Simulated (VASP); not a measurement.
Ga: relaxation of cell and atoms with PBE+D3(BJ)

Crystal: Ga.

```
Ga
1.0
     2.71648    0.00000    0.00000
     0.00000    2.71648    0.00000
     0.00000    0.00000    2.71648
Ga
1
Cartesian
  0.0000 0.0000 0.0000
```

| Property | Result |
| --- | --- |
| Program | VASP 6.6.1 |
| Task | relaxation of cell and atoms |
| Functional | PBE |
| Dispersion | D3(BJ) |
| Potentials or basis | VASP PAW PBE potentials, release 64 (Ga_d) |
| Cutoff | 600 eV |
| k mesh | 10 × 10 × 10 |
| Occupations | fermi-dirac, width 0.05 eV |
| Spin | no spin polarisation |
| Dipole correction | no |
| Further INCAR settings | ALGO = Normal; EDIFF = 1e-06; IBRION = 2; EDIFFG = -0.01; NSW = 60; ISIF = 3 |

The relaxed volume is 19.05 Å³/atom and the relaxed cell is a = 2.671 Å, b = 2.671 Å, c = 2.671 Å, α = 90.00°, β = 90.00°, γ = 90.00°. The space group after relaxing (to 0.05 Å) is Pm-3m (No. 221), the energy gained by relaxing is 6.9 meV/atom and the ionic steps are 4. The pressure after relaxing is -0.1 GPa and the dispersion energy per atom is -0.303 eV.

The path:
```tsv
step	energy change (eV)	largest force (eV/Å)	pressure (GPa)	volume (Å³)
1	0.0000	0.0000	-2.07	20.05
2	-0.0064	0.0000	-0.69	19.30
3	-0.0068	0.0000	0.26	18.96
4	-0.0069	0.0000	-0.07	19.05
```

Final structure:
```yaml
crystal:
  lattice:
    - [2.67081, 0.00000, 0.00000]
    - [0.00000, 2.67081, 0.00000]
    - [0.00000, 0.00000, 2.67081]
  atoms:
    - { symbol: Ga, position: [0.00000, 0.00000, 0.00000] }
```

Levels at points of the mesh, in eV from the Fermi level:
```tsv
k point	band 3	band 4	band 5	band 6	band 7	band 8	band 9	band 10
(0.00, 0.00, 0.00)	-14.64	-14.64	-14.64	-10.94	9.28	9.28	9.28	12.19
(0.50, 0.00, 0.00)	-14.80	-14.80	-14.63	-6.31	-4.37	12.92	12.92	16.08
(0.50, 0.50, 0.00)	-14.78	-14.78	-14.49	-1.47	-0.76	-0.76	4.20	16.70
(0.50, 0.50, 0.50)	-15.03	-14.48	-14.48	2.71	2.71	2.71	4.36	8.32
```

It took 14 s on 1 thread of Intel Xeon 6975P-C, on a shared host, peak memory 0.15 GiB.

Caveat: pairwise dispersion overbinds metals, which lowers pressure and volume.
